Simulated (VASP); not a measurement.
**Nb: single point with PBEsol**

Crystal: Nb.

```xyz
1
Lattice="2.6862 0.0000 0.0000 0.0000 2.6862 0.0000 0.0000 0.0000 2.6862" Properties=species:S:1:pos:R:3 pbc="T T T"
Nb    0.0000    0.0000    0.0000
```

| Item | Value |
| --- | --- |
| Program | VASP 6.6.1 |
| Task | single point |
| Functional | PBEsol |
| Potentials or basis | VASP PAW PBE potentials, release 64 (Nb_sv) |
| Cutoff | 520 eV |
| k mesh | 19 × 19 × 19 |
| Occupations | fermi-dirac, width 0.1 eV |
| Spin | no spin polarisation |
| Dipole correction | no |
| Further INCAR settings | ALGO = Normal; EDIFF = 1e-07; NBANDS = 12 |

The pressure is -0.4 GPa.

Levels at points of the mesh, in eV from the Fermi level:
```csv
k point,band 3,band 4,band 5,band 6,band 7,band 8,band 9,band 10,band 11,band 12
"(0.00, 0.00, 0.00)",-29.79,-29.79,-5.71,-2.92,-2.92,5.33,5.33,5.33,14.88,14.88
```

It took 28 s on 1 thread of Intel(R) Xeon(R) Platinum 8375C CPU @ 2.90GHz (Ice Lake), with other jobs on the host, peak memory 0.15 GiB.

Caveat: the PAW data sets were made with another functional, which shifts forces and pressure a little.
